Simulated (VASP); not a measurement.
# Al2Cl2F (P6/mmm) in VASP: notebook

The runs below take Al2Cl2F through single point, with PBE.

Program: VASP 6.6.1. These are calculated values, not measurements. Logs are shortened: lines on timing, memory, paths and dates and some standing lists are left out, and cuts for length are marked.

### Step 1. The cell of the first run

The structure is hexagonal, space group P6/mmm (No. 191). The conventional cell has a = 4.482 Å, b = 4.482 Å, c = 5.718 Å, α = 90.00°, β = 90.00°, γ = 120.00°. Al (site symmetry 6mm) has 1 F at 1.86 Å and 1 Al at 1.99 Å within 2.5 Å. Cl (site symmetry -6m2) has 3 Cl at 2.59 Å and 3 F at 2.59 Å and 6 Al at 3.19 Å within 3.4 Å. Within 2.6 Å of F (site symmetry 6/mmm) lie 2 Al at 1.86 Å and 6 Cl at 2.59 Å.

The cell was generated, and may not be a known phase.

### Step 2. Single point, PBE

The input, INCAR:

```
SYSTEM = Al2Cl2F
PREC = Accurate
ENCUT = 520
EDIFF = 1E-6
ISMEAR = 0
SIGMA = 0.1
LREAL = .False.
LASPH = .True.
NELM = 60
ALGO = Normal
ISIF = 2
LWAVE = .False.
LCHARG = .False.
GGA = PE
NBANDS = 22
```

The input, KPOINTS:

```
Automatic mesh
0
Gamma
  6 6 4
  0 0 0
```

The input, POSCAR:

```
Al2Cl2F
1.0
    4.4823822600      0.0000000000      0.0000000000
   -2.2411911300      3.8818569000      0.0000000000
    0.0000000000      0.0000000000      5.7179016200
Al Cl F
2 2 1
Direct
    0.0000000000      0.0000000000      0.1741144800
    0.0000000000      0.0000000000      0.8258855200
    0.3333333300      0.6666666700      0.5000000000
    0.6666666700      0.3333333300      0.5000000000
    0.0000000000      0.0000000000      0.5000000000
```

Potentials or basis: VASP PAW PBE potentials, release 64 (Al, Cl, F).

Run with:

```
$ cat potpaw_PBE.64/Al/POTCAR potpaw_PBE.64/Cl/POTCAR potpaw_PBE.64/F/POTCAR > POTCAR
$ mpirun -np 1 vasp_std > vasp.out
```

OUTCAR:

```text
SYSTEM = Al2Cl2F
   PREC = Accurate
   ENCUT = 520
   EDIFF = 1E-6
   ISMEAR = 0
   LREAL = .False.
   LASPH = .True.
   NELM = 60
   ISIF = 2
   GGA = PE

 ion  position               nearest neighbor table
   1  0.000  0.000  0.174-   5 1.86   2 1.99
   2  0.000  0.000  0.826-   5 1.86   1 1.99
   3  0.333  0.667  0.500-   4 2.59   4 2.59   4 2.59
   4  0.667  0.333  0.500-   3 2.59   3 2.59   3 2.59
   5  0.000  0.000  0.500-   1 1.86   2 1.86

  LATTYP: Found a hexagonal cell.
 ALAT       =     4.4823822600
 C/A-ratio  =     1.2756389992

  Lattice vectors:

 A1 = (   4.4823822600,   0.0000000000,   0.0000000000)
 A2 = (  -2.2411911300,   3.8818569000,   0.0000000000)
 A3 = (   0.0000000000,   0.0000000000,   5.7179016200)

Analysis of symmetry for initial positions (statically):
=====================================================================
 Subroutine PRICEL returns:
 Original cell was already a primitive cell.

 Routine SETGRP: Setting up the symmetry group for a
 hexagonal supercell.

 Subroutine GETGRP returns: Found 24 space group operations
 (whereof 24 operations were pure point group operations)
 out of a pool of 24 trial point group operations.

The static configuration has the point symmetry D_6h.

Analysis of symmetry for dynamics (positions and initial velocities):
=====================================================================
 Subroutine PRICEL returns:
 Original cell was already a primitive cell.

 Routine SETGRP: Setting up the symmetry group for a
 hexagonal supercell.

 Subroutine GETGRP returns: Found 24 space group operations
 (whereof 24 operations were pure point group operations)
 out of a pool of 24 trial point group operations.

The dynamic configuration has the point symmetry D_6h.

 Subroutine INISYM returns: Found 24 space group operations
 (whereof 24 operations are pure point group operations),
 and found     1 'primitive' translations

----------------------------------------------------------------------------------------

                                     Primitive cell

  volume of cell :      99.4913

  direct lattice vectors                    reciprocal lattice vectors
     4.482382260  0.000000000  0.000000000     0.223095654  0.128804336  0.000000000
    -2.241191130  3.881856900  0.000000000     0.000000000  0.257608672  0.000000000
     0.000000000  0.000000000  5.717901620     0.000000000  0.000000000  0.174889333

  length of vectors
     4.482382260  4.482382254  5.717901620     0.257608671  0.257608672  0.174889333
[... 85 lines left out ...]
   EDIFFG = 0.1E-04   stopping-criterion for IOM
   NSW    =      0    number of steps for IOM
   IBRION =     -1    ionic relax: 0-MD 1-quasi-New 2-CG
   NFREE  =      0    steps in history (QN), initial steepest desc. (CG)
   ISIF   =      2    stress and relaxation
   ISYM   =      2    0-nonsym 1-usesym 2-fastsym
   POTIM  = 0.5000    time-step for ionic-motion
   TEBEG  =    0.0;   TEEND  =   0.0 temperature during run
   PSTRESS=    0.0 pullay stress
   NELECT =      27.0000    total number of electrons
   NUPDOWN=      -1.0000    fix difference up-down
   EMIN   =  10.00;   EMAX   =-10.00  energy-range for DOS
   EFERMI =   0.00;   METHOD = LEGACY
   ISMEAR =     0;   SIGMA  =   0.10  broadening in eV -4-tet -1-fermi 0-gaus
   EFERMI_NEDOS =   21; number of points for ismear=-14 and -15
   IALGO  =     38    algorithm
   IMIX   =      4    mixing-type and parameters
     AMIX     =   0.40;   BMIX     =  1.00
     AMIX_MAG =   1.60;   BMIX_MAG =  1.00
  volume/ion in A,a.u.               =      19.90       134.28
  Fermi-wavevector in a.u.,A,eV,Ry     =   1.059907  2.002934 15.284821  1.123403
  Thomas-Fermi vector in A             =   2.195269
   LORBIT       =      0    0 simple, 1 ext, 2 COOP (PROOUT), +10 PAW based schemes
   GGA     = PE    functional components
   LHFCALC =     F    Hartree Fock is set to
   AEXX    =    0.0000 exact exchange contribution
   IVDW    =     0    specifies the selected vdW correction
   LEPSILON=     F    determine dielectric tensor
   LRPA    =     F    only Hartree local field effects (RPA)
 non-spin polarized calculation
 Gauss-broadening in eV      SIGMA  =   0.10
  energy-cutoff  :      520.00
  volume of cell :       99.49
 maximum number of plane-waves:      2705
 NGX is ok and might be reduce to    36
   NGX = 17   NGY = 17   NGZ = 21

 number of electron      27.0000008 magnetization

 Free energy of the ion-electron system (eV)
  ---------------------------------------------------
  ext. energy  EPLUGINS =         0.00000000
  ---------------------------------------------------
  free energy    TOTEN  =       -10.79088057 eV

  energy without entropy =      -10.76403484  energy(sigma->0) =      -10.77745771

 E-fermi :   4.2223     XC(G=0):  -8.9684

 val. band max:        4.1988605394   @ k =   0.1667   0.0000   0.5000
 cond. band min:       4.2438785396   @ k =   0.3333   0.1667   0.0000
 fundamental gap:      0.0450180002
 Fermi energy:         4.2223356172

 k-point     1 :       0.0000    0.0000    0.0000
  band No.  band energies     occupation
      1     -21.4972      2.00000
      2     -12.3156      2.00000
      3      -9.3446      2.00000
      4      -5.4019      2.00000
      5      -3.0030      2.00000
      6      -3.0030      2.00000
[... 514 lines left out ...]
     21      11.3222      0.00000
     22      13.3697      0.00000

------------------------ aborting loop because EDIFF is reached ----------------------------------------

  FORCE on cell =-STRESS in cart. coord.  units (eV):
  Direction    XX          YY          ZZ          XY          YZ          ZX
  --------------------------------------------------------------------------------------
  -------------------------------------------------------------------------------------
  Total       10.8683978     10.8683978      6.3008243      0.0000000      0.0000000      0.0000000
  in kB      175.0213450    175.0213444    101.4665418      0.0000000      0.0000000      0.0000000
  external PRESSURE =     150.5030771 kB  Pullay stress =       0.0000000 kB

 VOLUME and BASIS-vectors are now :
 -----------------------------------------------------------------------------
  energy-cutoff  :      520.00
  volume of cell :       99.49
      direct lattice vectors                 reciprocal lattice vectors
     4.482382260  0.000000000  0.000000000     0.223095654  0.128804336  0.000000000
    -2.241191130  3.881856900  0.000000000     0.000000000  0.257608672  0.000000000
     0.000000000  0.000000000  5.717901620     0.000000000  0.000000000  0.174889333

 POSITION                                       TOTAL-FORCE (eV/Angst)
 -----------------------------------------------------------------------------------
      0.00000      0.00000      0.99557        -0.000000      0.000000      9.127920
      0.00000      0.00000      4.72233         0.000000     -0.000000     -9.127920
     -0.00000      2.58790      2.85895        -0.000000     -0.000000     -0.000000
      2.24119      1.29395      2.85895         0.000000      0.000000     -0.000000
      0.00000      0.00000      2.85895        -0.000000     -0.000000     -0.000000
 -----------------------------------------------------------------------------------
    total drift:                               -0.000000      0.000000      0.000000

  FREE ENERGIE OF THE ION-ELECTRON SYSTEM (eV)
  ---------------------------------------------------
  free  energy   TOTEN  =       -10.7908805738 eV

  energy  without entropy=      -10.7640348450  energy(sigma->0) =      -10.77745771
```

OSZICAR:

```text
N       E                     dE             d eps       ncg     rms          rms(c)
DAV:   1     0.145964469323E+03    0.14596E+03   -0.11419E+04   924   0.102E+03
DAV:   2     0.302473741380E+00   -0.14566E+03   -0.13706E+03  1240   0.204E+02
DAV:   3    -0.126145992963E+02   -0.12917E+02   -0.12637E+02  1148   0.629E+01
DAV:   4    -0.127845535113E+02   -0.16995E+00   -0.16988E+00  1098   0.819E+00
DAV:   5    -0.127882979686E+02   -0.37445E-02   -0.37440E-02  1180   0.119E+00    0.129E+01
DAV:   6    -0.112911517969E+02    0.14971E+01   -0.14665E+01  1138   0.140E+01    0.818E+00
DAV:   7    -0.110243715356E+02    0.26678E+00   -0.84320E+00  1108   0.556E+00    0.541E+00
DAV:   8    -0.108001989582E+02    0.22417E+00   -0.11748E+00  1044   0.283E+00    0.251E+00
DAV:   9    -0.107942086906E+02    0.59903E-02   -0.40578E-02  1056   0.112E+00    0.397E-01
DAV:  10    -0.107911689212E+02    0.30398E-02   -0.19216E-02  1074   0.464E-01    0.253E-01
DAV:  11    -0.107909018881E+02    0.26703E-03   -0.82704E-04  1086   0.158E-01    0.144E-01
DAV:  12    -0.107908758993E+02    0.25989E-04   -0.36964E-04  1110   0.760E-02    0.186E-02
DAV:  13    -0.107908808279E+02   -0.49286E-05   -0.15683E-05  1104   0.251E-02    0.214E-02
DAV:  14    -0.107908805738E+02    0.25415E-06   -0.19436E-06  1004   0.901E-03
   1 F= -.10790881E+02 E0= -.10777458E+02  d E =-.268457E-01
```

stdout:

```text
POSCAR found type information on POSCAR AlClF
 POSCAR found :  3 types and       5 ions
 scaLAPACK will be used
 LDA part: xc-table for (Slater+PW92), standard interpolation
 POSCAR, INCAR and KPOINTS ok, starting setup
 FFT: planning ... GRIDC
 FFT: planning ... GRID_SOFT
 FFT: planning ... GRID
 WAVECAR not read
 entering main loop
```

Wall time 68 s (1 thread of Intel Xeon Platinum 8259CL at 2.50GHz (Skylake/Cascade Lake), shared host); peak memory 0.24 GiB.

What came out:

| Quantity | Value |
| --- | --- |
| Free energy | -10.7909 eV |
| Pressure | 15.1 GPa |
| Largest force | 9.128 eV/Å |
| Band gap on the k mesh | zero (an odd number of electrons rules out a gap without spin polarisation) |

Forces in eV/Å, atoms in the order of the input:
```
Al   0.000  0.000  9.128
Al   0.000  0.000 -9.128
Cl   0.000  0.000  0.000
Cl   0.000  0.000  0.000
F    0.000  0.000  0.000
```

Stress tensor (GPa, compression positive):
```
17.50  0.00  0.00
 0.00 17.50  0.00
 0.00  0.00 10.15
```

Caveat: the stress differs along the axes, from 10 to 18 GPa; an odd number of electrons without spin polarisation forces a metal; a magnetic or distorted state may lie lower.

### Step 3. Single point, PBE

This run uses another cell than the first one, of 35.36 Å³/atom.

The input, INCAR:

```
SYSTEM = Al2Cl2F
  ALGO = Normal
  EDIFF = 1E-6
  ENCUT = 520
  GGA = PE
  ISIF = 2
  ISMEAR = 0
  LASPH = .True.
  LCHARG = .False.
  LREAL = .False.
  LWAVE = .False.
  NBANDS = 22
  NELM = 60
  PREC = Accurate
  SIGMA = 0.1
```

The input, KPOINTS:

```
k-points
0
Gamma
  6 6 4
  0 0 0
```

The input, POSCAR:

```
Al2Cl2F
1.0
    5.3859083990      0.0000000000      0.0000000000
   -2.6929541995      4.6643334960      0.0000000000
    0.0000000000      0.0000000000      7.0384219259
Al Cl F
2 2 1
Direct
    0.0000000000      0.0000000000      0.2500073260
    0.0000000000      0.0000000000      0.7499926740
    0.3333333333      0.6666666667      0.5000000000
    0.6666666667      0.3333333333      0.5000000000
    0.0000000000      0.0000000000      0.5000000000
```

Potentials or basis: VASP PAW PBE potentials, release 64 (Al, Cl, F).

Run with:

```
$ cat potpaw_PBE.64/Al/POTCAR potpaw_PBE.64/Cl/POTCAR potpaw_PBE.64/F/POTCAR > POTCAR
$ mpirun -np 1 vasp_std > vasp.out
```

It took 2.4 min on 1 thread of Intel Xeon Platinum 8259CL at 2.50GHz (Skylake/Cascade Lake), shared host; peak memory 0.3 GiB.

The run converged. Its results:

```
Free energy            : -15.1326 eV
Pressure               : 0.1 GPa
Largest force          : 0.032 eV/Å
Band gap on the k mesh : zero (an odd number of electrons rules out a gap without spin polarisation)
```

Forces in eV/Å, atoms in the order of the input:
```
Al   0.000  0.000 -0.032
Al   0.000  0.000  0.032
Cl   0.000  0.000  0.000
Cl   0.000  0.000  0.000
F    0.000  0.000  0.000
```

Levels at points of the mesh, in eV from the Fermi level:
```tsv
k point	band 11	band 12	band 13	band 14	band 15	band 16	band 17	band 18
(0.00, 0.00, 0.00)	-0.91	-0.39	-0.39	0.39	3.69	3.69	3.88	3.93
(0.50, 0.00, 0.00)	-1.46	-0.71	-0.08	-0.03	2.13	3.40	3.54	3.92
(0.00, 0.00, 0.50)	-1.21	-0.91	-0.39	-0.39	3.12	3.12	4.74	4.74
(0.50, 0.00, 0.50)	-1.20	-0.70	-0.31	-0.08	2.55	2.71	3.54	4.57
```

Caveat: an odd number of electrons without spin polarisation forces a metal; a magnetic or distorted state may lie lower.

The gap in the log of VASP goes by the Fermi energy; the results here count the filled bands.